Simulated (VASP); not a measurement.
# Se (Fd-3m) in VASP: a series of runs

The runs below take Se through single point, with LDA.

Everything below comes from runs of VASP 6.6.1. Logs are shortened: lines on timing, memory, paths and dates and some standing lists are left out, and cuts for length are marked.

### 1 The cell of the first run

It takes space group Fd-3m (No. 227, cubic). The conventional cell has a = 6.249 Å, b = 6.249 Å, c = 6.249 Å, α = 90.00°, β = 90.00°, γ = 90.00°. Within 3.6 Å of Se (site symmetry -43m) lie 4 Se at 2.71 Å.

This isn't the form of Se at room conditions, which is trigonal, of chains.

### 2 Single point, LDA (30.51 Å³/atom)

Contents of INCAR:

```
SYSTEM = Se
PREC = Accurate
ENCUT = 520
EDIFF = 1E-6
ISMEAR = -1
SIGMA = 0.1
LREAL = .FALSE.
LASPH = .TRUE.
NELM = 100
ALGO = Normal
ISIF = 2
LWAVE = .FALSE.
LCHARG = .FALSE.
NBANDS = 13
```

Contents of KPOINTS:

```
Automatic mesh
0
G
  10 10 10
  0 0 0
```

Contents of POSCAR:

```
Se
1.0
    0.0000000000      3.1246706062      3.1246706062
    3.1246706062      0.0000000000      3.1246706062
    3.1246706062      3.1246706062      0.0000000000
Se
2
Direct
    0.1250000000      0.1250000000      0.1250000000
    0.8750000000      0.8750000000      0.8750000000
```

Potentials or basis: VASP PAW LDA potentials, release 64 (Se).

Run with:

```sh
cat potpaw_LDA.64/Se/POTCAR > POTCAR
mpirun -np 1 vasp_std > vasp.out
```

OUTCAR:

```text
SYSTEM = Se
   PREC = Accurate
   ENCUT = 520
   EDIFF = 1E-6
   ISMEAR = -1
   LREAL = .FALSE.
   LASPH = .TRUE.
   NELM = 100
   ISIF = 2

 ion  position               nearest neighbor table
   1  0.125  0.125  0.125-   2 2.71   2 2.71   2 2.71   2 2.71
   2  0.875  0.875  0.875-   1 2.71   1 2.71   1 2.71   1 2.71

  LATTYP: Found a face centered cubic cell.
 ALAT       =     6.2493412124

  Lattice vectors:

 A1 = (   0.0000000000,   3.1246706062,   3.1246706062)
 A2 = (   3.1246706062,   0.0000000000,   3.1246706062)
 A3 = (   3.1246706062,   3.1246706062,   0.0000000000)

Analysis of symmetry for initial positions (statically):
=====================================================================
 Subroutine PRICEL returns:
 Original cell was already a primitive cell.

 Routine SETGRP: Setting up the symmetry group for a
 face centered cubic supercell.

 Subroutine GETGRP returns: Found 48 space group operations
 (whereof 12 operations were pure point group operations)
 out of a pool of 48 trial point group operations.

The static configuration has the point symmetry D_3d.
 The point group associated with its full space group is O_h .

Analysis of symmetry for dynamics (positions and initial velocities):
=====================================================================
 Subroutine PRICEL returns:
 Original cell was already a primitive cell.

 Routine SETGRP: Setting up the symmetry group for a
 face centered cubic supercell.

 Subroutine GETGRP returns: Found 48 space group operations
 (whereof 12 operations were pure point group operations)
 out of a pool of 48 trial point group operations.

The dynamic configuration has the point symmetry D_3d.
 The point group associated with its full space group is O_h .

 Subroutine INISYM returns: Found 48 space group operations
 (whereof 12 operations are pure point group operations),
 and found     1 'primitive' translations

----------------------------------------------------------------------------------------

                                     Primitive cell

  volume of cell :      61.0159

  direct lattice vectors                    reciprocal lattice vectors
     0.000000000  3.124670606  3.124670606    -0.160016867  0.160016867  0.160016867
     3.124670606  0.000000000  3.124670606     0.160016867 -0.160016867  0.160016867
     3.124670606  3.124670606  0.000000000     0.160016867  0.160016867 -0.160016867

  length of vectors
     4.418951549  4.418951549  4.418951549     0.277157343  0.277157343  0.277157343

  position of ions in fractional coordinates (direct lattice)
[... 90 lines left out ...]
   NELECT =      12.0000    total number of electrons
   NUPDOWN=      -1.0000    fix difference up-down
   EMIN   =  10.00;   EMAX   =-10.00  energy-range for DOS
   EFERMI =   0.00;   METHOD = LEGACY
   ISMEAR =    -1;   SIGMA  =   0.10  broadening in eV -4-tet -1-fermi 0-gaus
   EFERMI_NEDOS =   21; number of points for ismear=-14 and -15
   IALGO  =     38    algorithm
   IMIX   =      4    mixing-type and parameters
     AMIX     =   0.40;   BMIX     =  1.00
     AMIX_MAG =   1.60;   BMIX_MAG =  1.00
  volume/ion in A,a.u.               =      30.51       205.88
  Fermi-wavevector in a.u.,A,eV,Ry     =   0.952038  1.799091 12.332002  0.906377
  Thomas-Fermi vector in A             =   2.080564
   LORBIT       =      0    0 simple, 1 ext, 2 COOP (PROOUT), +10 PAW based schemes
   GGA     = CA    functional components
   LHFCALC =     F    Hartree Fock is set to
   AEXX    =    0.0000 exact exchange contribution
   IVDW    =     0    specifies the selected vdW correction
   LEPSILON=     F    determine dielectric tensor
   LRPA    =     F    only Hartree local field effects (RPA)
 non-spin polarized calculation
  energy-cutoff  :      520.00
  volume of cell :       61.02
 maximum number of plane-waves:      1676
 NGX is ok and might be reduce to    36
   NGX = 17   NGY = 17   NGZ = 17

 number of electron      11.9999997 magnetization

 Free energy of the ion-electron system (eV)
  ---------------------------------------------------
  ext. energy  EPLUGINS =         0.00000000
  ---------------------------------------------------
  free energy    TOTEN  =        -7.22563459 eV

  energy without entropy =       -7.17093877  energy(sigma->0) =       -7.19828668

 E-fermi :   2.2749     XC(G=0):  -8.6690

 val. band max:        2.2706746339   @ k =  -0.4000   0.2000   0.1000
 cond. band min:       2.2852719557   @ k =   0.3000   0.0000   0.0000
 fundamental gap:      0.0145973218
 Fermi energy:         2.2748910124

 k-point     1 :       0.0000    0.0000    0.0000
  band No.  band energies     occupation
      1     -13.2081      2.00000
      2      -7.8858      2.00000
      3      -1.2135      2.00000
      4      -1.2135      2.00000
      5      -1.2135      2.00000
      6       1.4858      1.99925
      7       1.4858      1.99925
      8       1.4858      1.99925
      9       6.3726      0.00000
     10       9.8948      0.00000
     11       9.8948      0.00000
     12      11.7081      0.00000
     13      11.7081      0.00000
[... 354 lines left out ...]
  band No.  band energies     occupation
      1     -12.1064      2.00000
      2      -9.9385      2.00000
      3      -2.6366      2.00000
      4      -2.4904      2.00000
      5       0.0875      2.00000
      6       0.6564      2.00000
      7       3.8212      0.00000
      8       3.8466      0.00000
      9       7.4921      0.00000
     10       9.2593      0.00000
     11      11.4841      0.00000
     12      12.7897      0.00000
     13      12.8791      0.00000

 [... further k-points ...]

------------------------ aborting loop because EDIFF is reached ----------------------------------------

  FORCE on cell =-STRESS in cart. coord.  units (eV):
  Direction    XX          YY          ZZ          XY          YZ          ZX
  --------------------------------------------------------------------------------------
  -------------------------------------------------------------------------------------
  Total       -0.6110172     -0.6110172     -0.6110172     -0.0000000     -0.0000000     -0.0000000
  in kB      -16.0443200    -16.0443200    -16.0443200     -0.0000000     -0.0000000     -0.0000000
  external PRESSURE =     -16.0443200 kB  Pullay stress =       0.0000000 kB

 VOLUME and BASIS-vectors are now :
 -----------------------------------------------------------------------------
  energy-cutoff  :      520.00
  volume of cell :       61.02
      direct lattice vectors                 reciprocal lattice vectors
     0.000000000  3.124670606  3.124670606    -0.160016867  0.160016867  0.160016867
     3.124670606  0.000000000  3.124670606     0.160016867 -0.160016867  0.160016867
     3.124670606  3.124670606  0.000000000     0.160016867  0.160016867 -0.160016867

 POSITION                                       TOTAL-FORCE (eV/Angst)
 -----------------------------------------------------------------------------------
      0.78117      0.78117      0.78117        -0.000000     -0.000000     -0.000000
      5.46817      5.46817      5.46817         0.000000      0.000000      0.000000
 -----------------------------------------------------------------------------------
    total drift:                                0.000000      0.000000      0.000000

  FREE ENERGIE OF THE ION-ELECTRON SYSTEM (eV)
  ---------------------------------------------------
  free  energy   TOTEN  =        -7.2256345881 eV

  energy  without entropy=       -7.1709387700  energy(sigma->0) =       -7.19828668
```

OSZICAR:

```text
N       E                     dE             d eps       ncg     rms          rms(c)
DAV:   1     0.473348170920E+02    0.47335E+02   -0.47804E+03  1222   0.751E+02
DAV:   2    -0.412941257039E+01   -0.51464E+02   -0.49115E+02  1734   0.122E+02
DAV:   3    -0.720823577112E+01   -0.30788E+01   -0.30474E+01  1527   0.328E+01
DAV:   4    -0.723393694413E+01   -0.25701E-01   -0.25694E-01  1442   0.351E+00
DAV:   5    -0.723411762196E+01   -0.18068E-03   -0.18067E-03  1572   0.297E-01    0.603E+00
DAV:   6    -0.722850068245E+01    0.56169E-02   -0.17767E-03  1437   0.252E-01    0.359E+00
DAV:   7    -0.722562596027E+01    0.28747E-02   -0.36039E-03  1472   0.360E-01    0.477E-02
DAV:   8    -0.722563350155E+01   -0.75413E-05   -0.87295E-05  1457   0.598E-02    0.181E-02
DAV:   9    -0.722563461518E+01   -0.11136E-05   -0.13936E-06  1178   0.817E-03    0.578E-03
DAV:  10    -0.722563458812E+01    0.27056E-07   -0.17423E-07   846   0.307E-03
   1 F= -.72256346E+01 E0= -.71982867E+01  d E =-.546958E-01
```

stdout:

```text
POSCAR found type information on POSCAR Se
 POSCAR found :  1 types and       2 ions
 scaLAPACK will be used
 LDA part: xc-table for (Slater(with rela. corr.)+CA(PZ))
 , standard interpolation
 POSCAR, INCAR and KPOINTS ok, starting setup
 FFT: planning ... GRIDC
 FFT: planning ... GRID_SOFT
 FFT: planning ... GRID
 WAVECAR not read
 entering main loop
```

Run time: 51 s. Hardware: 1 thread of Intel Xeon 8259CL, shared host; peak memory 0.18 GiB.

Results:

* Free energy: -7.2256 eV
* Pressure: -1.6 GPa
* Band gap on the k mesh: zero (bands 6 and 7 overlap by 1.09 eV)

### 3 Single point, LDA (31.68 Å³/atom)

This run uses another cell than the first one, of 31.68 Å³/atom.

Contents of INCAR:

```
PREC = Accurate
ENCUT = 520
EDIFF = 1E-6
ISMEAR = -1
SIGMA = 0.1
LREAL = False
LASPH = True
NELM = 60
ALGO = Normal
ISIF = 2
LWAVE = False
LCHARG = False
GGA = CA
NBANDS = 13
```

Contents of KPOINTS:

```
regular mesh
0
Gamma
  10 10 10
```

Contents of POSCAR:

```
Se
1.0
    0.0000000000      3.1642275980      3.1642275980
    3.1642275980      0.0000000000      3.1642275980
    3.1642275980      3.1642275980      0.0000000000
Se
2
Direct
    0.1250000000      0.1250000000      0.1250000000
    0.8750000000      0.8750000000      0.8750000000
```

Potentials or basis: VASP PAW LDA potentials, release 64 (Se).

Run with:

```sh
cat potpaw_LDA.64/Se/POTCAR > POTCAR
mpirun -np 1 vasp_std > vasp.out
```

Run time: 48 s. Hardware: 1 thread of Intel Xeon 8259CL, shared host; peak memory 0.18 GiB.

The run converged. Its results:

* Free energy: -7.1916 eV
* Pressure: -3.0 GPa
* Band gap on the k mesh: zero (bands 6 and 7 overlap by 1.05 eV)

Levels at points of the mesh, in eV from the Fermi level:
```tsv
k point	band 3	band 4	band 5	band 6	band 7	band 8	band 9	band 10
(0.00, 0.00, 0.00)	-3.35	-3.35	-3.35	-0.73	-0.73	-0.73	4.11	7.66
(0.50, 0.00, 0.00)	-4.08	-4.04	-4.04	0.32	0.32	1.63	6.65	6.67
(0.50, 0.50, 0.00)	-4.81	-4.81	-1.94	-1.94	2.14	2.14	6.05	6.05
```

Caveat: the cell stands under tension.

### 4 Single point, LDA (32.85 Å³/atom)

This run uses another cell than the first one, of 32.85 Å³/atom.

Contents of INCAR:

```
SYSTEM = Se
PREC = Accurate
ENCUT = 520
EDIFF = 1E-6
ISMEAR = -1
SIGMA = 0.1
LREAL = .False.
LASPH = .True.
NELM = 100
ALGO = Normal
ISIF = 2
LWAVE = .False.
LCHARG = .True.
GGA = CA
LELF = .True.
LVHAR = .True.
NBANDS = 13
```

Contents of KPOINTS:

```
Automatic mesh
0
Gamma
  10 10 10
  0 0 0
```

Contents of POSCAR:

```
Se
1.0
    0.0000000000      3.2028195429      3.2028195429
    3.2028195429      0.0000000000      3.2028195429
    3.2028195429      3.2028195429      0.0000000000
Se
2
Direct
    0.1250000000      0.1250000000      0.1250000000
    0.8750000000      0.8750000000      0.8750000000
```

Run with:

```sh
cat potpaw_LDA.64/Se/POTCAR > POTCAR
mpirun -np 1 vasp_std > vasp.out
```

Wall time 52 s (1 thread of Intel Xeon 8259CL, shared host); peak memory 0.18 GiB.

It converged, with:

* Free energy: -7.1388 eV
* Pressure: -4.2 GPa
* Band gap on the k mesh: zero (bands 6 and 7 overlap by 1.01 eV)

Levels at points of the mesh, in eV from the Fermi level:
| k point | band 3 | band 4 | band 5 | band 6 | band 7 | band 8 | band 9 | band 10 |
| --- | --- | --- | --- | --- | --- | --- | --- | --- |
| (0.00, 0.00, 0.00) | -3.22 | -3.22 | -3.22 | -0.68 | -0.68 | -0.68 | 4.12 | 7.70 |
| (0.50, 0.00, 0.00) | -3.95 | -3.88 | -3.88 | 0.32 | 0.32 | 1.50 | 6.66 | 6.67 |
| (0.50, 0.50, 0.00) | -4.61 | -4.61 | -1.87 | -1.87 | 2.02 | 2.02 | 6.04 | 6.04 |

Caveat: the cell stands under tension.

### 5 The runs side by side

```csv
cell,gap on the mesh (eV),pressure (GPa)
"a = 4.419 Å, angles 60.0°, 2 atoms",none,-1.6
"a = 4.475 Å, angles 60.0°, 2 atoms",none,-3.0
"a = 4.529 Å, angles 60.0°, 2 atoms",none,-4.2
```

Alike in all rows: task single point; level LDA; potentials or basis VASP PAW LDA potentials, release 64 (Se); no spin polarisation; k mesh 10 × 10 × 10; cutoff (eV) 520; smearing fermi-dirac 0.1 eV.

Caveats: the cell stands under tension (at least some runs).

Absolute energies hang on the potentials; compare differences alone.

The gap in the log of VASP goes by the Fermi energy; the results here count the filled bands.